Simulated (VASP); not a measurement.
# LiF (P6_3mc) in VASP: further runs

LiF is run at these levels: LDA; tasks: single point.

Everything below comes from runs of VASP 6.6.1. Logs are shortened: lines on timing, memory, paths and dates and some standing lists are left out, and cuts for length are marked.

## 1. The cell of the first run

It takes space group P6_3mc (No. 186, hexagonal). Conventional cell: a = 3.104 Å, b = 3.104 Å, c = 5.008 Å, α = 90.00°, β = 90.00°, γ = 120.00°. Within 2.5 Å of Li (site symmetry 3m) lie 4 F at 1.87 to 1.97 Å. F (site symmetry 3m) has 4 Li at 1.87 to 1.97 Å within 2.5 Å.

## 2. Single point, LDA (volume 10.447 Å^3 an atom, c/a of the conventional cell 1.6136)

Input file INCAR:

```
SYSTEM = LiF
PREC = Accurate ; ENCUT = 520
EDIFF = 1E-7 ; ISMEAR = 0
SIGMA = 0.05 ; LREAL = .FALSE.
LASPH = .TRUE. ; NELM = 60
ALGO = Normal ; ISIF = 2
LWAVE = .FALSE. ; LCHARG = .FALSE.
NBANDS = 18
```

Input file KPOINTS:

```
Automatic mesh
0
G
  9 9 6
  0 0 0
```

Input file POSCAR:

```
LiF
1.0
    3.1039045417      0.0000000000      0.0000000000
   -1.5519522708      2.6880601840      0.0000000000
    0.0000000000      0.0000000000      5.0084603684
Li F
2 2
Direct
    0.3333333333      0.6666666667      0.3839784076
    0.6666666667      0.3333333333      0.8839784076
    0.3333333333      0.6666666667      0.9910195924
    0.6666666667      0.3333333333      0.4910195924
```

Potentials or basis: VASP PAW LDA potentials, release 64 (Li_sv, F).

Launch:

```
cat potpaw_LDA.64/Li_sv/POTCAR potpaw_LDA.64/F/POTCAR > POTCAR
mpirun -np 1 vasp_std > vasp.out
```

OUTCAR:

```text
SYSTEM = LiF
   PREC = Accurate
   ENCUT = 520
   EDIFF = 1E-7
   ISMEAR = 0
   LREAL = .FALSE.
   LASPH = .TRUE.
   NELM = 60
   ISIF = 2

 ion  position               nearest neighbor table
   1  0.333  0.667  0.384-   4 1.87   4 1.87   4 1.87   3 1.97
   2  0.667  0.333  0.884-   3 1.87   3 1.87   3 1.87   4 1.97
   3  0.333  0.667  0.991-   2 1.87   2 1.87   2 1.87   1 1.97
   4  0.667  0.333  0.491-   1 1.87   1 1.87   1 1.87   2 1.97

  LATTYP: Found a hexagonal cell.
 ALAT       =     3.1039045417
 C/A-ratio  =     1.6136000000

  Lattice vectors:

 A1 = (   3.1039045417,   0.0000000000,   0.0000000000)
 A2 = (  -1.5519522708,   2.6880601840,   0.0000000000)
 A3 = (   0.0000000000,   0.0000000000,   5.0084603684)

Analysis of symmetry for initial positions (statically):
=====================================================================
 Subroutine PRICEL returns:
 Original cell was already a primitive cell.

 Routine SETGRP: Setting up the symmetry group for a
 hexagonal supercell.

 Subroutine GETGRP returns: Found 12 space group operations
 (whereof  6 operations were pure point group operations)
 out of a pool of 24 trial point group operations.

The static configuration has the point symmetry C_3v.
 The point group associated with its full space group is C_6v.

Analysis of symmetry for dynamics (positions and initial velocities):
=====================================================================
 Subroutine PRICEL returns:
 Original cell was already a primitive cell.

 Routine SETGRP: Setting up the symmetry group for a
 hexagonal supercell.

 Subroutine GETGRP returns: Found 12 space group operations
 (whereof  6 operations were pure point group operations)
 out of a pool of 24 trial point group operations.

The dynamic configuration has the point symmetry C_3v.
 The point group associated with its full space group is C_6v.

 Subroutine INISYM returns: Found 12 space group operations
 (whereof  6 operations are pure point group operations),
 and found     1 'primitive' translations

----------------------------------------------------------------------------------------

                                     Primitive cell

  volume of cell :      41.7880

  direct lattice vectors                    reciprocal lattice vectors
     3.103904542  0.000000000  0.000000000     0.322174856  0.186007740  0.000000000
    -1.551952271  2.688060184  0.000000000     0.000000000  0.372015480  0.000000000
     0.000000000  0.000000000  5.008460368     0.000000000  0.000000000  0.199662157

  length of vectors
     3.103904542  3.103904542  5.008460368     0.372015480  0.372015480  0.199662157

  position of ions in fractional coordinates (direct lattice)
     0.333333333  0.666666667  0.383978408
     0.666666667  0.333333333  0.883978408
     0.333333333  0.666666667  0.991019592
     0.666666667  0.333333333  0.491019592

  ion indices of the primitive-cell ions
   primitive index   ion index
                 1           1
                 2           2
                 3           3
                 4           4

----------------------------------------------------------------------------------------

 KPOINTS: Automatic mesh

Automatic generation of k-mesh.
 Grid dimensions read from file:
 generate k-points for:    9    9    6

 Generating k-lattice:

  Cartesian coordinates                     Fractional coordinates (reciprocal lattice)
     0.035797206  0.020667527  0.000000000     0.111111111  0.000000000  0.000000000
     0.000000000  0.041335053  0.000000000     0.000000000  0.111111111  0.000000000
     0.000000000  0.000000000  0.033277026     0.000000000  0.000000000  0.166666667

  Length of vectors
     0.041335053  0.041335053  0.033277026

  Shift w.r.t. Gamma in fractional coordinates (k-lattice)
     0.000000000  0.000000000  0.000000000

 Subroutine IBZKPT returns following result:
 ===========================================

 Found     48 irreducible k-points:

 Following reciprocal coordinates:
            Coordinates               Weight
  0.000000  0.000000  0.000000      1.000000
  0.111111  0.000000  0.000000      6.000000
  0.222222  0.000000  0.000000      6.000000
  0.333333  0.000000  0.000000      6.000000
  0.444444  0.000000  0.000000      6.000000
  0.111111  0.111111  0.000000      6.000000
[... 16 lines left out ...]
  0.333333  0.222222  0.166667     24.000000
  0.333333  0.333333  0.166667      4.000000
 [... further k-points ...]
   k-points           NKPTS =     48   k-points in BZ     NKDIM =     48   number of bands    NBANDS=     18
   number of dos      NEDOS =    301   number of ions     NIONS =      4
   total plane-waves  NPLWV =  23040
   dimension x,y,z NGX =    24 NGY =   24 NGZ =   40
   dimension x,y,z NGXF=    48 NGYF=   48 NGZF=   80
   ions per type =               2   2
   NGX,Y,Z   is equivalent  to a cutoff of  12.85, 12.85, 13.28 a.u.
   NGXF,Y,Z  is equivalent  to a cutoff of  25.71, 25.71, 26.55 a.u.
 SYSTEM =  LiF
   PREC   = accura    normal or accurate (medium, high low for compatibility)
   ISTART =      0    job   : 0-new  1-cont  2-samecut
   ICHARG =      2    charge: 1-file 2-atom 10-const
   ISPIN  =      1    spin polarized calculation?
   LNONCOLLINEAR =      F non collinear calculations
   LSORBIT =      F    spin-orbit coupling
   LASPH  =      T    aspherical Exc in radial PAW
   ENCUT  =  520.0 eV  38.22 Ry    6.18 a.u.   5.77  5.77  9.31*2*pi/ulx,y,z
   NELM   =     60;   NELMIN=  2; NELMDL= -5     # of ELM steps
   EDIFF  = 0.1E-06   stopping-criterion for ELM
   LREAL  =      F    real-space projection
   EDIFFG = 0.1E-05   stopping-criterion for IOM
   NSW    =      0    number of steps for IOM
   IBRION =     -1    ionic relax: 0-MD 1-quasi-New 2-CG
   NFREE  =      0    steps in history (QN), initial steepest desc. (CG)
   ISIF   =      2    stress and relaxation
   ISYM   =      2    0-nonsym 1-usesym 2-fastsym
   POTIM  = 0.5000    time-step for ionic-motion
   TEBEG  =    0.0;   TEEND  =   0.0 temperature during run
   PSTRESS=    0.0 pullay stress
   NELECT =      20.0000    total number of electrons
   NUPDOWN=      -1.0000    fix difference up-down
   EMIN   =  10.00;   EMAX   =-10.00  energy-range for DOS
   EFERMI =   0.00;   METHOD = LEGACY
   ISMEAR =     0;   SIGMA  =   0.05  broadening in eV -4-tet -1-fermi 0-gaus
   EFERMI_NEDOS =   21; number of points for ismear=-14 and -15
   IALGO  =     38    algorithm
   IMIX   =      4    mixing-type and parameters
     AMIX     =   0.40;   BMIX     =  1.00
     AMIX_MAG =   1.60;   BMIX_MAG =  1.00
  volume/ion in A,a.u.               =      10.45        70.50
  Fermi-wavevector in a.u.,A,eV,Ry     =   1.280563  2.419913 22.311401  1.639842
  Thomas-Fermi vector in A             =   2.412984
   LORBIT       =      0    0 simple, 1 ext, 2 COOP (PROOUT), +10 PAW based schemes
   GGA     = CA    functional components
   LHFCALC =     F    Hartree Fock is set to
   AEXX    =    0.0000 exact exchange contribution
   IVDW    =     0    specifies the selected vdW correction
   LEPSILON=     F    determine dielectric tensor
   LRPA    =     F    only Hartree local field effects (RPA)
 non-spin polarized calculation
 Gauss-broadening in eV      SIGMA  =   0.05
  energy-cutoff  :      520.00
  volume of cell :       41.79
 maximum number of plane-waves:      1152
 NGX is ok and might be reduce to    24
   NGX = 11   NGY = 11   NGZ = 19

 number of electron      19.9999969 magnetization

 Free energy of the ion-electron system (eV)
  ---------------------------------------------------
  ext. energy  EPLUGINS =         0.00000000
  ---------------------------------------------------
  free energy    TOTEN  =       -20.70661615 eV

  energy without entropy =      -20.70661615  energy(sigma->0) =      -20.70661615

 E-fermi :  -2.7354     XC(G=0):  -9.3118

 val. band max:       -3.0072949237   @ k =   0.0000   0.0000   0.0000
 cond. band min:       4.2199767123   @ k =   0.0000   0.0000   0.0000
 fundamental gap:      7.2272716361
 Fermi energy:        -2.7353808371

 k-point     1 :       0.0000    0.0000    0.0000
  band No.  band energies     occupation
      1     -42.4350      2.00000
      2     -42.4011      2.00000
      3     -21.9355      2.00000
      4     -21.7201      2.00000
      5      -5.1043      2.00000
      6      -3.4239      2.00000
[... 10 lines left out ...]
     17      15.8673      0.00000
     18      15.9255      0.00000

 k-point     2 :       0.1111    0.0000    0.0000
  band No.  band energies     occupation
      1     -42.4313      2.00000
      2     -42.3993      2.00000
      3     -21.9207      2.00000
      4     -21.7163      2.00000
      5      -5.0378      2.00000
      6      -3.5589      2.00000
[... 10 lines left out ...]
     17      16.0431      0.00000
     18      16.1148      0.00000

 k-point     3 :       0.2222    0.0000    0.0000
  band No.  band energies     occupation
      1     -42.4217      2.00000
      2     -42.3949      2.00000
      3     -21.8797      2.00000
      4     -21.7082      2.00000
      5      -4.8671      2.00000
      6      -3.9373      2.00000
[... 10 lines left out ...]
     17      16.1377      0.00000
     18      16.1410      0.00000

 k-point     4 :       0.3333    0.0000    0.0000
  band No.  band energies     occupation
      1     -42.4099      2.00000
      2     -42.3905      2.00000
      3     -21.8264      2.00000
      4     -21.7042      2.00000
      5      -4.7681      2.00000
      6      -4.2379      2.00000
[... 375 lines left out ...]
      4     -21.7115      2.00000
      5      -4.6448      2.00000
      6      -4.5237      2.00000
[... 10 lines left out ...]
     17      15.6689      0.00000
     18      17.0627      0.00000

 k-point    23 :       0.3333    0.2222    0.1667
  band No.  band energies     occupation
      1     -42.3959      2.00000
      2     -42.3894      2.00000
      3     -21.7575      2.00000
      4     -21.7176      2.00000
      5      -4.8808      2.00000
      6      -4.3415      2.00000
[... 10 lines left out ...]
     17      15.0836      0.00000
     18      17.0683      0.00000

 k-point    24 :       0.3333    0.3333    0.1667
  band No.  band energies     occupation
      1     -42.3912      2.00000
      2     -42.3912      2.00000
      3     -21.7319      2.00000
      4     -21.7319      2.00000
      5      -4.9338      2.00000
      6      -4.1423      2.00000
[... 10 lines left out ...]
     17      14.6566      0.00000
     18      17.1780      0.00000

 [... further k-points ...]
[... 5 lines left out ...]
  --------------------------------------------------------------------------------------
  -------------------------------------------------------------------------------------
  Total       -1.3555334     -1.3555334     -2.0129574     -0.0000000      0.0000000      0.0000000
  in kB      -51.9719765    -51.9719765    -77.1780095     -0.0000000      0.0000000      0.0000000
  external PRESSURE =     -60.3739875 kB  Pullay stress =       0.0000000 kB

 VOLUME and BASIS-vectors are now :
 -----------------------------------------------------------------------------
  energy-cutoff  :      520.00
  volume of cell :       41.79
      direct lattice vectors                 reciprocal lattice vectors
     3.103904542  0.000000000  0.000000000     0.322174856  0.186007740  0.000000000
    -1.551952271  2.688060184  0.000000000     0.000000000  0.372015480  0.000000000
     0.000000000  0.000000000  5.008460368     0.000000000  0.000000000  0.199662157

 POSITION                                       TOTAL-FORCE (eV/Angst)
 -----------------------------------------------------------------------------------
     -0.00000      1.79204      1.92314         0.000000      0.000000     -0.121863
      1.55195      0.89602      4.42737         0.000000     -0.000000     -0.121863
     -0.00000      1.79204      4.96348         0.000000      0.000000      0.121863
      1.55195      0.89602      2.45925        -0.000000      0.000000      0.121863
 -----------------------------------------------------------------------------------
    total drift:                                0.000000     -0.000000     -0.000940

  FREE ENERGIE OF THE ION-ELECTRON SYSTEM (eV)
  ---------------------------------------------------
  free  energy   TOTEN  =       -20.7066161539 eV

  energy  without entropy=      -20.7066161539  energy(sigma->0) =      -20.70661615
```

Run time: 21 s. Hardware: 1 thread of AMD EPYC 9R45 (Zen 5), shared host; peak memory 0.12 GiB.

What came out:

```
Free energy            : -20.7066 eV
Largest force          : 0.122 eV/Å
Band gap on the k mesh : 7.23 eV, direct
```

Forces in eV/Å, atoms in the order of the input:
```
Li   0.000  0.000 -0.122
Li   0.000  0.000 -0.122
F    0.000  0.000  0.122
F    0.000  0.000  0.122
```

Levels at points of the mesh, in eV from the valence-band top:
```tsv
k point	band 7	band 8	band 9	band 10	band 11	band 12	band 13	band 14
(0.00, 0.00, 0.00)	-0.42	-0.15	-0.15	0.00	7.23	11.23	14.33	17.94
(0.00, 0.00, 0.50)	-0.28	-0.28	-0.28	-0.28	8.85	8.85	16.53	16.53
```

Caveat: the cutoff is under 1.25 times the usual one of these potentials, so pressure, stress and relaxed cells hold a basis-set (Pulay) error. A k mesh can miss the band edges.

## 3. Single point, LDA (volume 10.447 Å^3 an atom, c/a of the conventional cell 1.4652)

Edit INCAR of step 2 so:

```diff
@@ -4,3 +4,3 @@
 SIGMA = 0.05 ; LREAL = .FALSE.
-LASPH = .TRUE. ; NELM = 60
+LASPH = .TRUE. ; NELM = 100
 ALGO = Normal ; ISIF = 2
```

Input file KPOINTS:

```
regular mesh
0
G
  9 9 6
  0 0 0
```

Input file POSCAR:

```
LiF
1.0
    3.2053442677      0.0000000000      0.0000000000
   -1.6026721339      2.7759095637      0.0000000000
    0.0000000000      0.0000000000      4.6964704210
Li F
2 2
Direct
    0.3333333333      0.6666666667      0.3839784076
    0.6666666667      0.3333333333      0.8839784076
    0.3333333333      0.6666666667      0.9910195924
    0.6666666667      0.3333333333      0.4910195924
```

Potentials or basis: VASP PAW LDA potentials, release 64 (Li_sv, F).

Launch:

```
cat potpaw_LDA.64/Li_sv/POTCAR potpaw_LDA.64/F/POTCAR > POTCAR
mpirun -np 1 vasp_std > vasp.out
```

Wall time 19 s (1 thread of AMD EPYC 9R45 (Zen 5), shared host); peak memory 0.11 GiB.

It converged, with:

```
Free energy            : -20.6980 eV
Largest force          : 0.120 eV/Å
Band gap on the k mesh : 7.14 eV, direct
```

Forces on the atoms (eV/Å):
```
Li   0.000  0.000  0.120
Li   0.000  0.000  0.120
F    0.000  0.000 -0.120
F    0.000  0.000 -0.120
```

Levels at points of the mesh, in eV from the valence-band top:
```csv
k point,band 7,band 8,band 9,band 10,band 11,band 12,band 13,band 14
"(0.00, 0.00, 0.00)",-0.64,-0.24,-0.24,0.00,7.14,11.69,14.73,17.11
"(0.00, 0.00, 0.50)",-0.44,-0.44,-0.44,-0.44,8.90,8.90,17.24,17.24
```

Caveat: the cutoff is under 1.25 times the usual one of these potentials, so pressure, stress and relaxed cells hold a basis-set (Pulay) error.

[end of part 1 of 2]
